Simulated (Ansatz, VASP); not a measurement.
BAs in VASP and in Ansatz

```
B As
1.0
     0.00000    2.48224    2.48224
     2.48224    0.00000    2.48224
     2.48224    2.48224    0.00000
B As
1 1
Direct
  0.00000 0.00000 0.00000
  0.25000 0.25000 0.25000
```

Alike in both runs: task single point; functional PBE; k mesh 10 × 10 × 10; occupations gaussian, width 0.02 eV; no spin polarisation.

|  | VASP | Ansatz |
| --- | --- | --- |
| version | VASP 6.6.1 | Ansatz 0.2.0 |
| potentials or method | VASP PAW PBE potentials, release 64 (B, As), cutoff 500 eV | scalar-relativistic, plane waves, PAW |
| valence electrons in the cell | 8 | 18 |

```tsv
	VASP	Ansatz	Ansatz less VASP
gap on the k mesh at the Fermi level (eV)	1.29	1.29	+0.006
least direct gap on the mesh (eV)	3.14	3.14	+0.004
pressure (GPa)	-9.9	-10.3	-0.36
```

The functional is the same, so the differences come from potentials, cutoffs and numerics. VASP's potentials hold 8 valence electrons a cell and Ansatz's 18, so a difference there can come from the potentials and not from the codes.
